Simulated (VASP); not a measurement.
Input of a VASP 6.6.1 run:

File INCAR:

```
ALGO = Normal
EDIFF = 1E-6
EDIFFG = -0.001
ENCUT = 600
GGA = PS
IBRION = 2
ISIF = 3
ISMEAR = 0
LASPH = True
LCHARG = False
LREAL = False
LWAVE = False
NELM = 100
NSW = 80
PREC = Accurate
PSTRESS = 60.0
SIGMA = 0.01
```

File KPOINTS:

```
k-points
0
Gamma
  8 8 8
```

Contents of POSCAR:

```
HCl
1.0
   -1.9575706260      1.9575529748      2.6499762601
    1.9575706260     -1.9575529748      2.6499762601
    1.9575706260      1.9575529748     -2.6499762601
H Cl
1 1
Direct
    0.7114147217      0.7114147217      0.0000000000
    0.9565852783      0.9565852783      0.0000000000
```

Potentials or basis: VASP PAW PBE potentials, release 64 (H, Cl).

The run is started by

```sh
$ cat potpaw_PBE.64/H/POTCAR potpaw_PBE.64/Cl/POTCAR > POTCAR
$ mpirun -np 1 vasp_std > vasp.out
```

Problem. What does it give for the relaxed cell?

Solution. a = 3.358 Å, b = 3.358 Å, c = 3.358 Å, α = 119.63°, β = 119.63°, γ = 90.64°.

Problem. Predict the band gap on the k mesh.

Solution. 3.80 eV, indirect (least direct gap 5.14 eV).

Problem. What does it give for the relaxed volume?

Solution. 13.46 Å³/atom.

Final structure:
```
CELL_PARAMETERS angstrom
-1.68817 1.68817 2.36104
1.68817 -1.68817 2.36104
1.68817 1.68817 -2.36104
ATOMIC_POSITIONS crystal
H 0.69623 0.69623 0.00000
Cl 0.97177 0.97177 0.00000
```

Caveat: the cell is relaxed towards a set pressure, so the enthalpy falls and the energy may rise; the volume moved by over 15 % at a fixed basis, so the end points are rough; the PAW data sets were made with another functional, which shifts forces and pressure a little. A k mesh can miss the band edges.
